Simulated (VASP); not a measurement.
# ZnO (P6_3mc) in VASP: a series of runs

Aim: see how the results for ZnO move with the level of theory and the settings. Levels: PBE, r2SCAN. Tasks: single point.

Everything below comes from runs of VASP 6.6.1. Logs are shortened: lines on timing, memory, paths and dates and some standing lists are left out, and cuts for length are marked.

## Step 1: The cell of the first run

Symmetry: P6_3mc, No. 186, hexagonal system. Conventional cell: a = 3.237 Å, b = 3.237 Å, c = 5.222 Å, α = 90.00°, β = 90.00°, γ = 120.00°. Zn (site symmetry 3m) has 4 O at 1.97 to 1.98 Å within 2.6 Å. O (site symmetry 3m) has 4 Zn at 1.97 to 1.98 Å within 2.6 Å.

## Step 2: Single point, PBE

The input, INCAR:

```
SYSTEM = ZnO
  PREC = Accurate
  ENCUT = 520
  EDIFF = 1E-7
  ISMEAR = -1
  SIGMA = 0.01
  LREAL = .False.
  LASPH = .True.
  NELM = 100
  ALGO = Normal
  ISIF = 2
  LWAVE = .False.
  LCHARG = .False.
  GGA = PE
  NBANDS = 26
```

The input, KPOINTS:

```
Automatic mesh
0
Gamma
  12 12 7
  0 0 0
```

The input, POSCAR:

```
ZnO
1.0
    3.2373510235      0.0000000000      0.0000000000
   -1.6186755117      2.8036282273      0.0000000000
    0.0000000000      0.0000000000      5.2220613000
Zn O
2 2
Direct
    0.6666666667      0.3333333333      0.5005917000
    0.3333333333      0.6666666667      0.0005917000
    0.6666666667      0.3333333333      0.8797183000
    0.3333333333      0.6666666667      0.3797183000
```

Potentials or basis: VASP PAW PBE potentials, release 64 (Zn, O).

Run with:

```sh
cat potpaw_PBE.64/Zn/POTCAR potpaw_PBE.64/O/POTCAR > POTCAR
mpirun -np 1 vasp_std > vasp.out
```

OUTCAR:

```text
SYSTEM = ZnO
   PREC = Accurate
   ENCUT = 520
   EDIFF = 1E-7
   ISMEAR = -1
   LREAL = .False.
   LASPH = .True.
   NELM = 100
   ISIF = 2
   GGA = PE

 ion  position               nearest neighbor table
   1  0.667  0.333  0.501-   4 1.97   4 1.97   4 1.97   3 1.98
   2  0.333  0.667  0.001-   3 1.97   3 1.97   3 1.97   4 1.98
   3  0.667  0.333  0.880-   2 1.97   2 1.97   2 1.97   1 1.98
   4  0.333  0.667  0.380-   1 1.97   1 1.97   1 1.97   2 1.98

  LATTYP: Found a hexagonal cell.
 ALAT       =     3.2373510235
 C/A-ratio  =     1.6130661340

  Lattice vectors:

 A1 = (   3.2373510235,   0.0000000000,   0.0000000000)
 A2 = (  -1.6186755117,   2.8036282273,   0.0000000000)
 A3 = (   0.0000000000,   0.0000000000,   5.2220613000)

Analysis of symmetry for initial positions (statically):
=====================================================================
 Subroutine PRICEL returns:
 Original cell was already a primitive cell.

 Routine SETGRP: Setting up the symmetry group for a
 hexagonal supercell.

 Subroutine GETGRP returns: Found 12 space group operations
 (whereof  6 operations were pure point group operations)
 out of a pool of 24 trial point group operations.

The static configuration has the point symmetry C_3v.
 The point group associated with its full space group is C_6v.

Analysis of symmetry for dynamics (positions and initial velocities):
=====================================================================
 Subroutine PRICEL returns:
 Original cell was already a primitive cell.

 Routine SETGRP: Setting up the symmetry group for a
 hexagonal supercell.

 Subroutine GETGRP returns: Found 12 space group operations
 (whereof  6 operations were pure point group operations)
 out of a pool of 24 trial point group operations.

The dynamic configuration has the point symmetry C_3v.
 The point group associated with its full space group is C_6v.

 Subroutine INISYM returns: Found 12 space group operations
 (whereof  6 operations are pure point group operations),
 and found     1 'primitive' translations

----------------------------------------------------------------------------------------

                                     Primitive cell

  volume of cell :      47.3971

  direct lattice vectors                    reciprocal lattice vectors
     3.237351024  0.000000000  0.000000000     0.308894523  0.178340336  0.000000000
    -1.618675512  2.803628227  0.000000000     0.000000000  0.356680672  0.000000000
[... 89 lines left out ...]
   EDIFF  = 0.1E-06   stopping-criterion for ELM
   LREAL  =      F    real-space projection
   EDIFFG = 0.1E-05   stopping-criterion for IOM
   NSW    =      0    number of steps for IOM
   IBRION =     -1    ionic relax: 0-MD 1-quasi-New 2-CG
   NFREE  =      0    steps in history (QN), initial steepest desc. (CG)
   ISIF   =      2    stress and relaxation
   ISYM   =      2    0-nonsym 1-usesym 2-fastsym
   POTIM  = 0.5000    time-step for ionic-motion
   TEBEG  =    0.0;   TEEND  =   0.0 temperature during run
   PSTRESS=    0.0 pullay stress
   NELECT =      36.0000    total number of electrons
   NUPDOWN=      -1.0000    fix difference up-down
   EMIN   =  10.00;   EMAX   =-10.00  energy-range for DOS
   EFERMI =   0.00;   METHOD = LEGACY
   ISMEAR =    -1;   SIGMA  =   0.01  broadening in eV -4-tet -1-fermi 0-gaus
   EFERMI_NEDOS =   21; number of points for ismear=-14 and -15
   IALGO  =     38    algorithm
   IMIX   =      4    mixing-type and parameters
     AMIX     =   0.40;   BMIX     =  1.00
     AMIX_MAG =   1.60;   BMIX_MAG =  1.00
  volume/ion in A,a.u.               =      11.85        79.96
  Fermi-wavevector in a.u.,A,eV,Ry     =   1.493682  2.822650 30.355784  2.231087
  Thomas-Fermi vector in A             =   2.606052
   LORBIT       =      0    0 simple, 1 ext, 2 COOP (PROOUT), +10 PAW based schemes
   GGA     = PE    functional components
   LHFCALC =     F    Hartree Fock is set to
   AEXX    =    0.0000 exact exchange contribution
   IVDW    =     0    specifies the selected vdW correction
   LEPSILON=     F    determine dielectric tensor
   LRPA    =     F    only Hartree local field effects (RPA)
 non-spin polarized calculation
  energy-cutoff  :      520.00
  volume of cell :       47.40
 maximum number of plane-waves:      1302
   NGX = 13   NGY = 13   NGZ = 19

 number of electron      36.0000020 magnetization

 Free energy of the ion-electron system (eV)
  ---------------------------------------------------
  ext. energy  EPLUGINS =         0.00000000
  ---------------------------------------------------
  free energy    TOTEN  =       -17.81559529 eV

  energy without entropy =      -17.81559529  energy(sigma->0) =      -17.81559529

 E-fermi :   1.5077     XC(G=0): -10.9346

 val. band max:        1.2464033250   @ k =   0.0000   0.0000   0.0000
 cond. band min:       2.0330351372   @ k =   0.0000   0.0000   0.0000
 fundamental gap:      0.7866318122
 Fermi energy:         1.5076683373

 k-point     1 :       0.0000    0.0000    0.0000
  band No.  band energies     occupation
      1     -16.8838      2.00000
      2     -16.1568      2.00000
      3      -4.4742      2.00000
      4      -4.4742      2.00000
      5      -4.4349      2.00000
      6      -4.4292      2.00000
[... 685 lines left out ...]
     25      14.6978      0.00000
     26      15.3269      0.00000

 [... further k-points ...]

------------------------ aborting loop because EDIFF is reached ----------------------------------------

  FORCE on cell =-STRESS in cart. coord.  units (eV):
  Direction    XX          YY          ZZ          XY          YZ          ZX
  --------------------------------------------------------------------------------------
  -------------------------------------------------------------------------------------
  Total        1.9576716      1.9576716      1.9765078      0.0000000      0.0000000      0.0000000
  in kB       66.1756549     66.1756549     66.8123788      0.0000000      0.0000000      0.0000000
  external PRESSURE =      66.3878962 kB  Pullay stress =       0.0000000 kB

 VOLUME and BASIS-vectors are now :
 -----------------------------------------------------------------------------
  energy-cutoff  :      520.00
  volume of cell :       47.40
      direct lattice vectors                 reciprocal lattice vectors
     3.237351024  0.000000000  0.000000000     0.308894523  0.178340336  0.000000000
    -1.618675512  2.803628227  0.000000000     0.000000000  0.356680672  0.000000000
     0.000000000  0.000000000  5.222061300     0.000000000  0.000000000  0.191495263

 POSITION                                       TOTAL-FORCE (eV/Angst)
 -----------------------------------------------------------------------------------
      1.61868      0.93454      2.61412         0.000000     -0.000000     -0.001329
     -0.00000      1.86909      0.00309        -0.000000      0.000000     -0.001329
      1.61868      0.93454      4.59394         0.000000      0.000000      0.001329
     -0.00000      1.86909      1.98291         0.000000      0.000000      0.001329
 -----------------------------------------------------------------------------------
    total drift:                               -0.000000      0.000000      0.001166

  FREE ENERGIE OF THE ION-ELECTRON SYSTEM (eV)
  ---------------------------------------------------
  free  energy   TOTEN  =       -17.8155952851 eV

  energy  without entropy=      -17.8155952851  energy(sigma->0) =      -17.81559529
```

OSZICAR:

```text
N       E                     dE             d eps       ncg     rms          rms(c)
DAV:   1     0.293454956606E+03    0.29345E+03   -0.18245E+04  4016   0.202E+03
DAV:   2     0.103478181906E+02   -0.28311E+03   -0.26522E+03  4188   0.410E+02
DAV:   3    -0.204522086363E+02   -0.30800E+02   -0.30371E+02  4286   0.138E+02
DAV:   4    -0.210550272970E+02   -0.60282E+00   -0.60149E+00  4466   0.197E+01
DAV:   5    -0.210580060737E+02   -0.29788E-02   -0.29785E-02  4326   0.143E+00    0.148E+01
DAV:   6    -0.176420334844E+02    0.34160E+01   -0.65844E+00  6246   0.614E+01    0.909E+00
DAV:   7    -0.178532859378E+02   -0.21125E+00   -0.29481E+00  4052   0.170E+01    0.543E+00
DAV:   8    -0.178639328492E+02   -0.10647E-01   -0.49910E-01  5846   0.754E+00    0.164E+00
DAV:   9    -0.178127676570E+02    0.51165E-01   -0.10415E-01  5822   0.640E+00    0.295E-01
DAV:  10    -0.178154938807E+02   -0.27262E-02   -0.37372E-02  4016   0.132E+00    0.133E-01
DAV:  11    -0.178155546593E+02   -0.60779E-04   -0.54717E-04  4310   0.236E-01    0.317E-02
DAV:  12    -0.178155927740E+02   -0.38115E-04   -0.87591E-05  4496   0.240E-01    0.191E-02
DAV:  13    -0.178156011361E+02   -0.83622E-05   -0.21239E-05  4512   0.979E-02    0.204E-02
DAV:  14    -0.178155954059E+02    0.57302E-05   -0.12894E-05  4998   0.400E-02    0.250E-03
DAV:  15    -0.178155953393E+02    0.66557E-07   -0.34277E-06  4054   0.165E-02    0.137E-03
DAV:  16    -0.178155952851E+02    0.54253E-07   -0.52588E-08  2300   0.268E-03
   1 F= -.17815595E+02 E0= -.17815595E+02  d E =-.519484E-14
```

stdout:

```text
POSCAR found type information on POSCAR ZnO
 POSCAR found :  2 types and       4 ions
 scaLAPACK will be used
 LDA part: xc-table for (Slater+PW92), standard interpolation
 POSCAR, INCAR and KPOINTS ok, starting setup
 FFT: planning ... GRIDC
 FFT: planning ... GRID_SOFT
 FFT: planning ... GRID
 WAVECAR not read
 entering main loop
```

It took 36 s on 1 thread of Intel Xeon 6975P-C (Granite Rapids), shared host; peak memory 0.21 GiB.

Results:

```yaml
Free_energy: -17.8156 eV
Pressure: 6.6 GPa
Band_gap_on_the_k_mesh: 0.79 eV, direct
```

Expect the measured gap to be larger: semilocal functionals such as PBE lack the derivative discontinuity.

## Step 3: Single point, r2SCAN

POSCAR is that of step 2.

The input, INCAR.step1:

```
SYSTEM = ZnO
PREC = Accurate ; ENCUT = 520
ISMEAR = -1 ; SIGMA = 0.01
LREAL = .FALSE. ; LASPH = .TRUE.
NELM = 60 ; NBANDS = 26
GGA = PE ; ALGO = Normal
EDIFF = 1E-4 ; LWAVE = .TRUE.
LCHARG = .FALSE.
```

The input, INCAR.step2:

```
SYSTEM = ZnO
PREC = Accurate ; ENCUT = 520
EDIFF = 1E-6 ; ISMEAR = -1
SIGMA = 0.01 ; LREAL = .FALSE.
LASPH = .TRUE. ; NELM = 60
ALGO = Normal ; ISIF = 2
LWAVE = .FALSE. ; LCHARG = .FALSE.
METAGGA = R2SCAN ; LMIXTAU = .TRUE.
NBANDS = 26 ; ISTART = 1
```

The input, KPOINTS:

```
Automatic mesh
0
G
  12 12 7
  0 0 0
```

Potentials or basis: VASP PAW PBE potentials, release 64 (Zn, O).

Run with:

```sh
cat potpaw_PBE.64/Zn/POTCAR potpaw_PBE.64/O/POTCAR > POTCAR
cp INCAR.step1 INCAR
mpirun -np 1 vasp_std > vasp.out
cp INCAR.step2 INCAR
mpirun -np 1 vasp_std > vasp.out
```

Wall time 2 min (1 thread of Intel Xeon 6975P-C (Granite Rapids), shared host); peak memory 0.21 GiB.

It converged, with:

| Item | Value |
| --- | --- |
| Free energy | -36.3179 eV |
| Pressure | 0.5 GPa |
| Largest force | 0.019 eV/Å |
| Band gap on the k mesh | 1.23 eV, direct |

Forces in eV/Å, atoms in the order of the input:
```
Zn   0.000  0.000 -0.019
Zn   0.000  0.000 -0.019
O    0.000  0.000  0.019
O    0.000  0.000  0.019
```

Levels at points of the mesh, in eV from the valence-band top:
| k point | band 14 | band 15 | band 16 | band 17 | band 18 | band 19 | band 20 | band 21 | band 22 | band 23 |
| --- | --- | --- | --- | --- | --- | --- | --- | --- | --- | --- |
| (0.00, 0.00, 0.00) | -0.81 | -0.81 | -0.09 | 0.00 | 0.00 | 1.23 | 5.87 | 8.81 | 13.73 | 13.73 |
| (0.50, 0.00, 0.00) | -3.58 | -2.86 | -2.32 | -1.31 | -0.86 | 6.42 | 7.36 | 8.07 | 9.31 | 11.36 |

Caveat: the PAW data sets were made with another functional, which shifts forces and pressure a little. A k mesh can miss the band edges.
